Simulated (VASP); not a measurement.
# Y2AlN3 (Cmc2_1) in VASP: single point with PBE

Aim: the single point of Y2AlN3 with PBE.

Everything below comes from runs of VASP 6.6.1. Logs are shortened: lines on timing, memory, paths and dates and some standing lists are left out, and cuts for length are marked.

**1. The cell of the first run**

It takes space group Cmc2_1 (No. 36, orthorhombic). Conventional cell: a = 11.232 Å, b = 6.262 Å, c = 5.118 Å, α = 90.00°, β = 90.00°, γ = 90.00°. Y (site symmetry 1) has 5 N at 2.22 to 2.76 Å within 2.9 Å. Al (site symmetry m) has 4 N at 1.89 to 1.97 Å within 2.5 Å. N (site symmetry 1) has 1 Al at 1.97 Å and 3 Y at 2.30 to 2.37 Å within 2.6 Å. N (site symmetry m) has 2 Al at 1.89 to 1.90 Å and 2 Y at 2.22 Å within 2.5 Å.

**2. Single point, PBE**

Input file INCAR:

```
SYSTEM = Y2AlN3
ALGO = Normal
EDIFF = 1E-7
ENCUT = 520
GGA = PE
ISIF = 2
ISMEAR = 0
LASPH = .True.
LCHARG = .True.
LELF = .True.
LREAL = .False.
LVHAR = .True.
LWAVE = .False.
NBANDS = 52
NELM = 80
PREC = Accurate
SIGMA = 0.02
```

Input file KPOINTS:

```
k-points
0
Gamma
  6 6 6
  0 0 0
```

Input file POSCAR:

```
Y2AlN3
1.0
    5.6161706507     -3.1311654560      0.0000000000
    5.6161706507      3.1311654560      0.0000000000
    0.0000000000      0.0000000000      5.1177834964
Y Al N
4 2 6
Direct
    0.4758228390      0.8417254565      0.4542660791
    0.1582745435      0.5241771610      0.4542660791
    0.5241771610      0.1582745435      0.9542660791
    0.8417254565      0.4758228390      0.9542660791
    0.8410560737      0.1589439263      0.4818953237
    0.1589439263      0.8410560737      0.9818953237
    0.4654156600      0.8320836334      0.9159463917
    0.1679163666      0.5345843400      0.9159463917
    0.5345843400      0.1679163666      0.4159463917
    0.8320836334      0.4654156600      0.4159463917
    0.8773926888      0.1226073112      0.8496787146
    0.1226073112      0.8773926888      0.3496787146
```

Potentials or basis: VASP PAW PBE potentials, release 64 (Y_sv, Al, N).

Started as:

```
cat potpaw_PBE.64/Y_sv/POTCAR potpaw_PBE.64/Al/POTCAR potpaw_PBE.64/N/POTCAR > POTCAR
mpirun -np 1 vasp_std > vasp.out
```

OUTCAR:

```text
SYSTEM = Y2AlN3
   EDIFF = 1E-7
   ENCUT = 520
   GGA = PE
   ISIF = 2
   ISMEAR = 0
   LASPH = .True.
   LREAL = .False.
   NELM = 80
   PREC = Accurate

 ion  position               nearest neighbor table
   1  0.476  0.842  0.454-  12 2.22  10 2.30   9 2.33   7 2.37   7 2.76   6 3.16   6 3.38   3 3.38
                             3 3.38   4 3.43   4 3.43   5 3.48   2 3.57   5 3.74   2 3.74   2 3.74
   2  0.158  0.524  0.454-  12 2.22   9 2.30  10 2.33   8 2.37   8 2.76   6 3.16   6 3.38   4 3.38
                             4 3.38   3 3.43   3 3.43   5 3.48   1 3.57   5 3.74   1 3.74   1 3.74
   3  0.524  0.158  0.954-  11 2.22   8 2.30   7 2.33   9 2.37   9 2.76   5 3.16   5 3.38   1 3.38
                             1 3.38   2 3.43   2 3.43   6 3.48   4 3.57   6 3.74   4 3.74   4 3.74
   4  0.842  0.476  0.954-  11 2.22   7 2.30   8 2.33  10 2.37  10 2.76   5 3.16   5 3.38   2 3.38
                             2 3.38   1 3.43   1 3.43   6 3.48   3 3.57   6 3.74   3 3.74   3 3.74
   5  0.841  0.159  0.482-  12 1.89  11 1.90   9 1.97  10 1.97   3 3.16   4 3.16   6 3.24   6 3.24
                             4 3.38   3 3.38   1 3.48   2 3.48   1 3.74   2 3.74   1 3.84   2 3.84
   6  0.159  0.841  0.982-  11 1.89  12 1.90   7 1.97   8 1.97   1 3.16   2 3.16   5 3.24   5 3.24
                             2 3.38   1 3.38   4 3.48   3 3.48   3 3.74   4 3.74   3 3.84   4 3.84
   7  0.465  0.832  0.916-   6 1.97   4 2.30   3 2.33   1 2.37   1 2.76
   8  0.168  0.535  0.916-   6 1.97   3 2.30   4 2.33   2 2.37   2 2.76
   9  0.535  0.168  0.416-   5 1.97   2 2.30   1 2.33   3 2.37   3 2.76
  10  0.832  0.465  0.416-   5 1.97   1 2.30   2 2.33   4 2.37   4 2.76
  11  0.877  0.123  0.850-   6 1.89   5 1.90   3 2.22   4 2.22
  12  0.123  0.877  0.350-   5 1.89   6 1.90   1 2.22   2 2.22

  LATTYP: Found a base centered orthorhombic cell.
 ALAT       =     6.2623309120
 B/A-ratio  =     1.7936358617
 C/A-ratio  =     0.8172330029

  Lattice vectors:

 A1 = (  -5.6161706507,  -3.1311654560,   0.0000000000)
 A2 = (   5.6161706507,  -3.1311654560,   0.0000000000)
 A3 = (   0.0000000000,   0.0000000000,   5.1177834964)

Analysis of symmetry for initial positions (statically):
=====================================================================
 Subroutine PRICEL returns:
 Original cell was already a primitive cell.

 Routine SETGRP: Setting up the symmetry group for a
 base centered orthorhombic supercell.

 Subroutine GETGRP returns: Found  4 space group operations
 (whereof  2 operations were pure point group operations)
 out of a pool of  8 trial point group operations.

The static configuration has the point symmetry C_1h.
 The point group associated with its full space group is C_2v.

Analysis of symmetry for dynamics (positions and initial velocities):
=====================================================================
 Subroutine PRICEL returns:
 Original cell was already a primitive cell.

 Routine SETGRP: Setting up the symmetry group for a
 base centered orthorhombic supercell.

 Subroutine GETGRP returns: Found  4 space group operations
 (whereof  2 operations were pure point group operations)
 out of a pool of  8 trial point group operations.

The dynamic configuration has the point symmetry C_1h.
 The point group associated with its full space group is C_2v.

 Subroutine INISYM returns: Found  4 space group operations
 (whereof  2 operations are pure point group operations),
 and found     1 'primitive' translations

----------------------------------------------------------------------------------------

                                     Primitive cell

  volume of cell :     179.9941

  direct lattice vectors                    reciprocal lattice vectors
     5.616170651 -3.131165456  0.000000000     0.089028634 -0.159684950  0.000000000
     5.616170651  3.131165456  0.000000000     0.089028634  0.159684950  0.000000000
     0.000000000  0.000000000  5.117783496     0.000000000  0.000000000  0.195397090

  length of vectors
     6.430052091  6.430052091  5.117783496     0.182826095  0.182826095  0.195397090

  position of ions in fractional coordinates (direct lattice)
     0.475822839  0.841725457  0.454266079
     0.158274543  0.524177161  0.454266079
     0.524177161  0.158274543  0.954266079
     0.841725457  0.475822839  0.954266079
     0.841056074  0.158943926  0.481895324
     0.158943926  0.841056074  0.981895324
     0.465415660  0.832083633  0.915946392
     0.167916367  0.534584340  0.915946392
     0.534584340  0.167916367  0.415946392
     0.832083633  0.465415660  0.415946392
     0.877392689  0.122607311  0.849678715
     0.122607311  0.877392689  0.349678715

  ion indices of the primitive-cell ions
[... 32 lines left out ...]
  Shift w.r.t. Gamma in fractional coordinates (k-lattice)
     0.000000000  0.000000000  0.000000000

 Subroutine IBZKPT returns following result:
 ===========================================

 Found     52 irreducible k-points:

 Following reciprocal coordinates:
            Coordinates               Weight
  0.000000  0.000000  0.000000      1.000000
  0.166667  0.000000  0.000000      4.000000
  0.333333 -0.000000  0.000000      4.000000
  0.500000 -0.000000  0.000000      2.000000
  0.166667  0.166667  0.000000      2.000000
  0.333333  0.166667  0.000000      4.000000
[... 16 lines left out ...]
  0.333333  0.333333  0.166667      4.000000
  0.500000  0.333333  0.166667      8.000000
 [... further k-points ...]
   k-points           NKPTS =     52   k-points in BZ     NKDIM =     52   number of bands    NBANDS=     52
   number of dos      NEDOS =    301   number of ions     NIONS =     12
   total plane-waves  NPLWV =  92160
   dimension x,y,z NGX =    48 NGY =   48 NGZ =   40
   dimension x,y,z NGXF=    96 NGYF=   96 NGZF=   80
   ions per type =               4   2   6
   NGX,Y,Z   is equivalent  to a cutoff of  12.41, 12.41, 12.99 a.u.
   NGXF,Y,Z  is equivalent  to a cutoff of  24.82, 24.82, 25.99 a.u.
 SYSTEM =  Y2AlN3
   PREC   = accura    normal or accurate (medium, high low for compatibility)
   ISTART =      0    job   : 0-new  1-cont  2-samecut
   ICHARG =      2    charge: 1-file 2-atom 10-const
   ISPIN  =      1    spin polarized calculation?
   LNONCOLLINEAR =      F non collinear calculations
   LSORBIT =      F    spin-orbit coupling
   LASPH  =      T    aspherical Exc in radial PAW
   ENCUT  =  520.0 eV  38.22 Ry    6.18 a.u.  11.96 11.96  9.52*2*pi/ulx,y,z
   NELM   =     80;   NELMIN=  2; NELMDL= -5     # of ELM steps
   EDIFF  = 0.1E-06   stopping-criterion for ELM
   LREAL  =      F    real-space projection
   EDIFFG = 0.1E-05   stopping-criterion for IOM
   NSW    =      0    number of steps for IOM
   IBRION =     -1    ionic relax: 0-MD 1-quasi-New 2-CG
   NFREE  =      0    steps in history (QN), initial steepest desc. (CG)
   ISIF   =      2    stress and relaxation
   ISYM   =      2    0-nonsym 1-usesym 2-fastsym
   POTIM  = 0.5000    time-step for ionic-motion
   TEBEG  =    0.0;   TEEND  =   0.0 temperature during run
   PSTRESS=    0.0 pullay stress
   NELECT =      80.0000    total number of electrons
   NUPDOWN=      -1.0000    fix difference up-down
   EMIN   =  10.00;   EMAX   =-10.00  energy-range for DOS
   EFERMI =   0.00;   METHOD = LEGACY
   ISMEAR =     0;   SIGMA  =   0.02  broadening in eV -4-tet -1-fermi 0-gaus
   EFERMI_NEDOS =   21; number of points for ismear=-14 and -15
   IALGO  =     38    algorithm
   IMIX   =      4    mixing-type and parameters
     AMIX     =   0.40;   BMIX     =  1.00
     AMIX_MAG =   1.60;   BMIX_MAG =  1.00
  volume/ion in A,a.u.               =      15.00       101.22
  Fermi-wavevector in a.u.,A,eV,Ry     =   1.249354  2.360936 21.237126  1.560885
  Thomas-Fermi vector in A             =   2.383398
   LORBIT       =      0    0 simple, 1 ext, 2 COOP (PROOUT), +10 PAW based schemes
   GGA     = PE    functional components
   LHFCALC =     F    Hartree Fock is set to
   AEXX    =    0.0000 exact exchange contribution
   IVDW    =     0    specifies the selected vdW correction
   LEPSILON=     F    determine dielectric tensor
   LRPA    =     F    only Hartree local field effects (RPA)
 non-spin polarized calculation
 Gauss-broadening in eV      SIGMA  =   0.02
  energy-cutoff  :      520.00
  volume of cell :      179.99
 maximum number of plane-waves:      4888
   NGX = 23   NGY = 23   NGZ = 19

 number of electron      80.0000002 magnetization

 Free energy of the ion-electron system (eV)
  ---------------------------------------------------
  ext. energy  EPLUGINS =         0.00000000
  ---------------------------------------------------
  free energy    TOTEN  =      -100.71148988 eV

  energy without entropy =     -100.71148988  energy(sigma->0) =     -100.71148988

 E-fermi :   3.7010     XC(G=0): -10.3782

 val. band max:        3.5303322327   @ k =   0.0000   0.0000   0.0000
 cond. band min:       5.3945482660   @ k =   0.0000   0.0000   0.0000
 fundamental gap:      1.8642160333
 Fermi energy:         3.7009838984

 k-point     1 :       0.0000    0.0000    0.0000
  band No.  band energies     occupation
      1     -37.0036      2.00000
      2     -36.9296      2.00000
      3     -36.9226      2.00000
      4     -36.9109      2.00000
      5     -17.4414      2.00000
      6     -17.4049      2.00000
[... 1309 lines left out ...]
     51       9.3859      0.00000
     52       9.6478      0.00000

 [... further k-points ...]

------------------------ aborting loop because EDIFF is reached ----------------------------------------

  FORCE on cell =-STRESS in cart. coord.  units (eV):
  Direction    XX          YY          ZZ          XY          YZ          ZX
  --------------------------------------------------------------------------------------
  -------------------------------------------------------------------------------------
  Total       -0.2441037     -0.2288079     -0.1846543      0.0000000      0.0000000      0.0000000
  in kB       -2.1728345     -2.0366825     -1.6436593      0.0000000      0.0000000      0.0000000
  external PRESSURE =      -1.9510587 kB  Pullay stress =       0.0000000 kB

 VOLUME and BASIS-vectors are now :
 -----------------------------------------------------------------------------
  energy-cutoff  :      520.00
  volume of cell :      179.99
      direct lattice vectors                 reciprocal lattice vectors
     5.616170651 -3.131165456  0.000000000     0.089028634 -0.159684950  0.000000000
     5.616170651  3.131165456  0.000000000     0.089028634  0.159684950  0.000000000
     0.000000000  0.000000000  5.117783496     0.000000000  0.000000000  0.195397090

 POSITION                                       TOTAL-FORCE (eV/Angst)
 -----------------------------------------------------------------------------------
      7.39958      1.14570      2.32484         0.002677     -0.003032      0.001798
      3.83277      1.14570      2.32484        -0.002677     -0.003032      0.001798
      3.83277     -1.14570      4.88373        -0.002677      0.003032      0.001798
      7.39958     -1.14570      4.88373         0.002677      0.003032      0.001798
      5.61617     -2.13581      2.46624         0.000000      0.001719     -0.001118
      5.61617      2.13581      5.02513         0.000000     -0.001719     -0.001118
      7.28698      1.14810      4.68762        -0.007474      0.003080     -0.001809
      3.94536      1.14810      4.68762         0.007474      0.003080     -0.001809
      3.94536     -1.14810      2.12872         0.007474     -0.003080     -0.001809
      7.28698     -1.14810      2.12872        -0.007474     -0.003080     -0.001809
      5.61617     -2.36336      4.34847         0.000000     -0.007130      0.001139
      5.61617      2.36336      1.78958         0.000000      0.007130      0.001139
 -----------------------------------------------------------------------------------
    total drift:                               -0.000000     -0.000000     -0.000914

  FREE ENERGIE OF THE ION-ELECTRON SYSTEM (eV)
  ---------------------------------------------------
  free  energy   TOTEN  =      -100.7114898754 eV

  energy  without entropy=     -100.7114898754  energy(sigma->0) =     -100.71148988
```

Run time: 9.9 min. Hardware: 1 thread of Intel Xeon Platinum 8175M at 2.50GHz (Skylake/Cascade Lake), shared host; peak memory 0.55 GiB.

What came out:

| Property | Result |
| --- | --- |
| Free energy | -100.7115 eV |
| Pressure | -0.2 GPa |
| Largest force | 0.008 eV/Å |
| Band gap on the k mesh | 1.86 eV |

Forces on the atoms (eV/Å):
```
Y    0.003 -0.003  0.002
Y   -0.003 -0.003  0.002
Y   -0.003  0.003  0.002
Y    0.003  0.003  0.002
Al   0.000  0.002 -0.001
Al   0.000 -0.002 -0.001
N   -0.007  0.003 -0.002
N    0.007  0.003 -0.002
N    0.007 -0.003 -0.002
N   -0.007 -0.003 -0.002
N    0.000 -0.007  0.001
N    0.000  0.007  0.001
```
